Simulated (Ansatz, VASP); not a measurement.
**TaRu: VASP beside Ansatz**

```
Ta Ru
1.0
     3.22894    0.00000    0.00000
     0.00000    3.22894    0.00000
     0.00000    0.00000    3.22894
Ta Ru
1 1
Direct
  0.50000 0.50000 0.50000
  0.00000 0.00000 0.00000
```

Change from the starting cell: volume scaled by 1.04, PAW files.

Alike in both runs: task electric field gradients; functional LDA; k mesh 13 × 13 × 13; occupations fermi-dirac, width 0.03 eV; no spin polarisation.

|  | VASP | Ansatz |
| --- | --- | --- |
| version | VASP 6.6.1 | Ansatz 0.2.0 |
| potentials or method | VASP PAW LDA potentials, release 64 (Ta_pv, Ru_pv) | PAW with Ansatz's default frozen-core files, scalar-relativistic |
| plane-wave cutoff (eV) | 520 | 420 |
| valence electrons in the cell | 25 | 29 |

Ansatz gave:

```
pressure (GPa) : -23.9
```

Question: Estimate VASP's values.

Answer: Pressure (GPa): -23.2.

LDA's correlation is that of Perdew and Zunger in VASP and of Perdew and Wang (1992) in Ansatz. VASP's potentials hold 25 valence electrons a cell and Ansatz's 29, so a difference there can come from the potentials and not from the codes.

Spin-orbit coupling is off throughout.
